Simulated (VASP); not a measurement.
Te:

```
Te
1.0
     4.45400    0.00000    0.00000
    -2.22700    3.85728    0.00000
     0.00000    0.00000    5.92400
Te
3
Direct
  0.73100 0.73100 0.00000
  0.00000 0.26900 0.66667
  0.26900 0.00000 0.33333
```

```yaml
Program: VASP 6.6.1
Task: relaxation of cell and atoms
Functional: RPBE
Dispersion: D3(BJ)
Potentials_or_basis: VASP PAW PBE potentials, release 64 (Te)
Cutoff: 600 eV
k_mesh: 7 × 7 × 5
Occupations: fermi-dirac, width 0.05 eV
Spin: no spin polarisation
```

At the start: pressure -9.8 GPa; volume 33.93 Å³/atom.

How do energy, volume and symmetry change on relaxing?

Over 37 steps the energy falls by 801.2 meV/atom and the volume is 20.36 Å³/atom (-40.0 %); space group P3_121 (No. 152, to 0.1 Å) before, R-3m (No. 166, to 0.1 Å).

Step by step:
| step | energy change (eV) | largest force (eV/Å) | pressure (GPa) | volume (Å³) |
| --- | --- | --- | --- | --- |
| 1 | 0.0000 | 0.1500 | -9.79 | 101.78 |
| 2 | -0.3900 | 2.9807 | 12.02 | 74.20 |
| 3 | -0.6870 | 1.7463 | 0.01 | 83.44 |
| 4 | -1.1350 | 1.1450 | 2.26 | 76.50 |
| 5 | -1.2855 | 0.5334 | 10.25 | 68.27 |
| 6 | -1.5782 | 0.1288 | 3.81 | 69.71 |
| 7 | -1.8191 | 0.3002 | -4.51 | 71.93 |
| 8 | -1.9437 | 0.3906 | -4.55 | 69.96 |
| 9 | -1.9903 | 0.4383 | -4.18 | 68.74 |
| 10 | -2.0583 | 0.3213 | -3.37 | 66.20 |
| 11 | -2.2998 | 0.3384 | 2.28 | 60.79 |
| 12 | -2.2508 | 0.3466 | 6.94 | 58.92 |
| 13 | -2.2966 | 0.3425 | 3.38 | 60.26 |
| 14 | -2.3004 | 0.3395 | 2.75 | 60.55 |
| 15 | -2.3177 | 0.2364 | -0.17 | 61.48 |
| 16 | -2.3152 | 0.2779 | 0.63 | 61.19 |
| 17 | -2.3181 | 0.2556 | 0.08 | 61.37 |
| 18 | -2.3182 | 0.2504 | -0.01 | 61.41 |
| 19 | -2.3250 | 0.2438 | 0.06 | 61.34 |
| 20 | -2.3439 | 0.2141 | 0.32 | 61.16 |
| 21 | -2.3722 | 0.1458 | 0.95 | 60.78 |
| 22 | -2.3822 | 0.1438 | 2.69 | 60.03 |
| 23 | -2.3884 | 0.0622 | 1.54 | 60.43 |
| 24 | -2.3900 | 0.0277 | 2.01 | 60.23 |
| 25 | -2.3945 | 0.0598 | 1.10 | 60.60 |
| 26 | -2.3962 | 0.1008 | -0.01 | 61.06 |
| 27 | -2.3963 | 0.0941 | 0.17 | 60.99 |
| 28 | -2.3983 | 0.0922 | 0.09 | 61.03 |
| 29 | -2.4006 | 0.0867 | -0.04 | 61.12 |
| 30 | -2.4006 | 0.0860 | -0.05 | 61.13 |
| 31 | -2.4011 | 0.0795 | -0.04 | 61.12 |
| 32 | -2.4022 | 0.0602 | -0.01 | 61.09 |
| 33 | -2.4035 | 0.0217 | 0.09 | 61.05 |
| 34 | -2.4024 | 0.0512 | 0.33 | 60.95 |
| 35 | -2.4036 | 0.0001 | 0.18 | 61.02 |
| 36 | -2.4034 | 0.0034 | -0.44 | 61.26 |
| 37 | -2.4037 | 0.0008 | 0.01 | 61.08 |

Final structure:
```
Te
1.0
     3.11521    0.00000    0.00000
    -1.55760    2.69785    0.00000
     0.00000    0.00000    7.26774
Te
3
Direct
  0.66660 0.66660 0.00000
  0.00000 0.33340 0.66667
  0.33340 0.00000 0.33333
```

Caveat: the volume moved by over 15 % at a fixed basis, so the end points are rough; the PAW data sets were made with another functional, which shifts forces and pressure a little.
